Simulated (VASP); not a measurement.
# Pb (P6_3/mmc) in VASP: a series of runs

The runs below take Pb through single point, with LDA.

Program: VASP 6.6.1. These are calculated values, not measurements. Logs are shortened: lines on timing, memory, paths and dates and some standing lists are left out, and cuts for length are marked.

### 1 The cell of the first run

Symmetry: P6_3/mmc, No. 194, hexagonal system. The conventional cell has a = 3.058 Å, b = 3.058 Å, c = 5.080 Å, α = 90.00°, β = 90.00°, γ = 120.00°. Pb (site symmetry -6m2) has 12 Pb at 3.06 to 3.09 Å within 4.0 Å.

This isn't the form of Pb at room conditions, which is fcc.

### 2 Single point, LDA

Input file INCAR:

```
SYSTEM = Pb
PREC = Accurate
ENCUT = 520
EDIFF = 1E-7
ISMEAR = -1
SIGMA = 0.1
LREAL = .False.
LASPH = .True.
NELM = 80
ALGO = Normal
ISIF = 2
LWAVE = .False.
LCHARG = .True.
LELF = .True.
LVHAR = .True.
NBANDS = 21
```

Input file KPOINTS:

```
Automatic mesh
0
Gamma
  14 14 8
  0 0 0
```

Input file POSCAR:

```
Pb
1.0
    3.0584345241      0.0000000000      0.0000000000
   -1.5292172620      2.6486819937      0.0000000000
    0.0000000000      0.0000000000      5.0801446855
Pb
2
Direct
    0.3333333333      0.6666666667      0.2500000000
    0.6666666667      0.3333333333      0.7500000000
```

Potentials or basis: VASP PAW LDA potentials, release 64 (Pb_d).

Launch:

```sh
cat potpaw_LDA.64/Pb_d/POTCAR > POTCAR
mpirun -np 1 vasp_std > vasp.out
```

OUTCAR:

```text
SYSTEM = Pb
   PREC = Accurate
   ENCUT = 520
   EDIFF = 1E-7
   ISMEAR = -1
   LREAL = .False.
   LASPH = .True.
   NELM = 80
   ISIF = 2

 ion  position               nearest neighbor table
   1  0.333  0.667  0.250-   2 3.09   2 3.09   2 3.09   2 3.09   2 3.09   2 3.09
   2  0.667  0.333  0.750-   1 3.09   1 3.09   1 3.09   1 3.09   1 3.09   1 3.09

  LATTYP: Found a hexagonal cell.
 ALAT       =     3.0584345241
 C/A-ratio  =     1.6610277727

  Lattice vectors:

 A1 = (   3.0584345241,   0.0000000000,   0.0000000000)
 A2 = (  -1.5292172620,   2.6486819937,   0.0000000000)
 A3 = (   0.0000000000,   0.0000000000,   5.0801446855)

Analysis of symmetry for initial positions (statically):
=====================================================================
 Subroutine PRICEL returns:
 Original cell was already a primitive cell.

 Routine SETGRP: Setting up the symmetry group for a
 hexagonal supercell.

 Subroutine GETGRP returns: Found 24 space group operations
 (whereof 12 operations were pure point group operations)
 out of a pool of 24 trial point group operations.

The static configuration has the point symmetry D_3d.
 The point group associated with its full space group is D_6h.

Analysis of symmetry for dynamics (positions and initial velocities):
=====================================================================
 Subroutine PRICEL returns:
 Original cell was already a primitive cell.

 Routine SETGRP: Setting up the symmetry group for a
 hexagonal supercell.

 Subroutine GETGRP returns: Found 24 space group operations
 (whereof 12 operations were pure point group operations)
 out of a pool of 24 trial point group operations.

The dynamic configuration has the point symmetry D_3d.
 The point group associated with its full space group is D_6h.

 Subroutine INISYM returns: Found 24 space group operations
 (whereof 12 operations are pure point group operations),
 and found     1 'primitive' translations

----------------------------------------------------------------------------------------

                                     Primitive cell

  volume of cell :      41.1533

  direct lattice vectors                    reciprocal lattice vectors
     3.058434524  0.000000000  0.000000000     0.326964659  0.188773134  0.000000000
    -1.529217262  2.648681994  0.000000000     0.000000000  0.377546267  0.000000000
     0.000000000  0.000000000  5.080144685     0.000000000  0.000000000  0.196844787

  length of vectors
[... 80 lines left out ...]
   ENCUT  =  520.0 eV  38.22 Ry    6.18 a.u.   5.69  5.69  9.45*2*pi/ulx,y,z
   NELM   =     80;   NELMIN=  2; NELMDL= -5     # of ELM steps
   EDIFF  = 0.1E-06   stopping-criterion for ELM
   LREAL  =      F    real-space projection
   EDIFFG = 0.1E-05   stopping-criterion for IOM
   NSW    =      0    number of steps for IOM
   IBRION =     -1    ionic relax: 0-MD 1-quasi-New 2-CG
   NFREE  =      0    steps in history (QN), initial steepest desc. (CG)
   ISIF   =      2    stress and relaxation
   ISYM   =      2    0-nonsym 1-usesym 2-fastsym
   POTIM  = 0.5000    time-step for ionic-motion
   TEBEG  =    0.0;   TEEND  =   0.0 temperature during run
   PSTRESS=    0.0 pullay stress
   NELECT =      28.0000    total number of electrons
   NUPDOWN=      -1.0000    fix difference up-down
   EMIN   =  10.00;   EMAX   =-10.00  energy-range for DOS
   EFERMI =   0.00;   METHOD = LEGACY
   ISMEAR =    -1;   SIGMA  =   0.10  broadening in eV -4-tet -1-fermi 0-gaus
   EFERMI_NEDOS =   21; number of points for ismear=-14 and -15
   IALGO  =     38    algorithm
   IMIX   =      4    mixing-type and parameters
     AMIX     =   0.40;   BMIX     =  1.00
     AMIX_MAG =   1.60;   BMIX_MAG =  1.00
  volume/ion in A,a.u.               =      20.58       138.86
  Fermi-wavevector in a.u.,A,eV,Ry     =   1.439878  2.720976 28.208276  2.073250
  Thomas-Fermi vector in A             =   2.558685
   LORBIT       =      0    0 simple, 1 ext, 2 COOP (PROOUT), +10 PAW based schemes
   GGA     = CA    functional components
   LHFCALC =     F    Hartree Fock is set to
   AEXX    =    0.0000 exact exchange contribution
   IVDW    =     0    specifies the selected vdW correction
   LEPSILON=     F    determine dielectric tensor
   LRPA    =     F    only Hartree local field effects (RPA)
 non-spin polarized calculation
  energy-cutoff  :      520.00
  volume of cell :       41.15
 maximum number of plane-waves:      1123
 NGX is ok and might be reduce to    24
   NGX = 11   NGY = 11   NGZ = 19

 number of electron      27.9999998 magnetization

 Free energy of the ion-electron system (eV)
  ---------------------------------------------------
  ext. energy  EPLUGINS =         0.00000000
  ---------------------------------------------------
  free energy    TOTEN  =        -6.95112662 eV

  energy without entropy =       -6.92292982  energy(sigma->0) =       -6.93702822

 E-fermi :  12.3983     XC(G=0): -12.4509

 val. band max:       12.3973898569   @ k =   0.2857   0.2857   0.1250
 cond. band min:      12.4143600744   @ k =   0.2857   0.1429   0.2500
 fundamental gap:      0.0169702175
 Fermi energy:        12.3982639187

 k-point     1 :       0.0000    0.0000    0.0000
  band No.  band energies     occupation
      1      -5.6299      2.00000
      2      -5.3605      2.00000
      3      -5.2868      2.00000
      4      -5.2868      2.00000
      5      -5.2163      2.00000
      6      -5.2163      2.00000
[... 565 lines left out ...]
     20      27.6399      0.00000
     21      28.4262      0.00000

 [... further k-points ...]

------------------------ aborting loop because EDIFF is reached ----------------------------------------

  FORCE on cell =-STRESS in cart. coord.  units (eV):
  Direction    XX          YY          ZZ          XY          YZ          ZX
  --------------------------------------------------------------------------------------
  -------------------------------------------------------------------------------------
  Total       10.6384162     10.6384162     10.6432009      0.0000000      0.0000000     -0.0000000
  in kB      414.1736544    414.1736544    414.3599313      0.0000000      0.0000000     -0.0000000
  external PRESSURE =     414.2357467 kB  Pullay stress =       0.0000000 kB

 VOLUME and BASIS-vectors are now :
 -----------------------------------------------------------------------------
  energy-cutoff  :      520.00
  volume of cell :       41.15
      direct lattice vectors                 reciprocal lattice vectors
     3.058434524  0.000000000  0.000000000     0.326964659  0.188773134  0.000000000
    -1.529217262  2.648681994  0.000000000     0.000000000  0.377546267  0.000000000
     0.000000000  0.000000000  5.080144685     0.000000000  0.000000000  0.196844787

 POSITION                                       TOTAL-FORCE (eV/Angst)
 -----------------------------------------------------------------------------------
     -0.00000      1.76579      1.27004        -0.000000      0.000000      0.000000
      1.52922      0.88289      3.81011         0.000000     -0.000000      0.000000
 -----------------------------------------------------------------------------------
    total drift:                                0.000000     -0.000000      0.000000

  FREE ENERGIE OF THE ION-ELECTRON SYSTEM (eV)
  ---------------------------------------------------
  free  energy   TOTEN  =        -6.9511266161 eV

  energy  without entropy=       -6.9229298182  energy(sigma->0) =       -6.93702822
```

stdout:

```text
POSCAR found type information on POSCAR Pb
 POSCAR found :  1 types and       2 ions
 scaLAPACK will be used
 LDA part: xc-table for (Slater(with rela. corr.)+CA(PZ))
 , standard interpolation
 POSCAR, INCAR and KPOINTS ok, starting setup
 FFT: planning ... GRIDC
 FFT: planning ... GRID_SOFT
 FFT: planning ... GRID
 WAVECAR not read
 entering main loop
```

It took 1.7 min on 1 thread of Intel Xeon 8259CL, shared host; peak memory 0.2 GiB.

What came out:

| Item | Value |
| --- | --- |
| Free energy | -6.9511 eV |
| Pressure | 41.4 GPa |
| Band gap on the k mesh | zero (bands 14 and 15 overlap by 10.93 eV) |

Caveat: the cell stands under pressure; spin-orbit coupling is left out, which moves the levels of the heavy elements.

### 3 Single point, LDA

Input file INCAR:

```
PREC = Accurate ; ENCUT = 520
EDIFF = 1E-7 ; ISMEAR = -1
SIGMA = 0.1 ; LREAL = False
LASPH = True ; NELM = 60
ALGO = Normal ; ISIF = 2
LWAVE = False ; LCHARG = False
NBANDS = 21
```

Input file KPOINTS:

```
regular mesh
0
Gamma
  14 14 8
```

POSCAR is that of step 2.

Potentials or basis: VASP PAW LDA potentials, release 64 (Pb_d).

Launch:

```sh
cat potpaw_LDA.64/Pb_d/POTCAR > POTCAR
mpirun -np 1 vasp_std > vasp.out
```

Run time: 98 s. Hardware: 1 thread of Intel Xeon 8259CL, shared host; peak memory 0.2 GiB.

The run converged. Its results:

```yaml
Free_energy: -6.9511 eV
Pressure: 41.4 GPa
Band_gap_on_the_k_mesh: zero (bands 14 and 15 overlap by 10.93 eV)
```

Levels at points of the mesh, in eV from the Fermi level:
```tsv
k point	band 10	band 11	band 12	band 13	band 14	band 15	band 16	band 17	band 18	band 19
(0.00, 0.00, 0.00)	-16.97	-15.17	-8.80	-6.62	8.19	8.19	9.42	9.68	10.56	10.87
(0.50, 0.00, 0.00)	-16.85	-9.11	-8.01	-3.19	-2.34	-1.09	2.03	2.49	7.79	7.97
(0.00, 0.00, 0.50)	-17.13	-13.38	-13.38	1.16	1.16	9.34	9.34	9.34	9.34	9.56
(0.50, 0.00, 0.50)	-16.87	-7.68	-7.68	-5.70	-5.70	4.58	4.58	4.86	4.86	8.17
```

Caveat: the cell stands under pressure; spin-orbit coupling is left out, which moves the levels of the heavy elements.
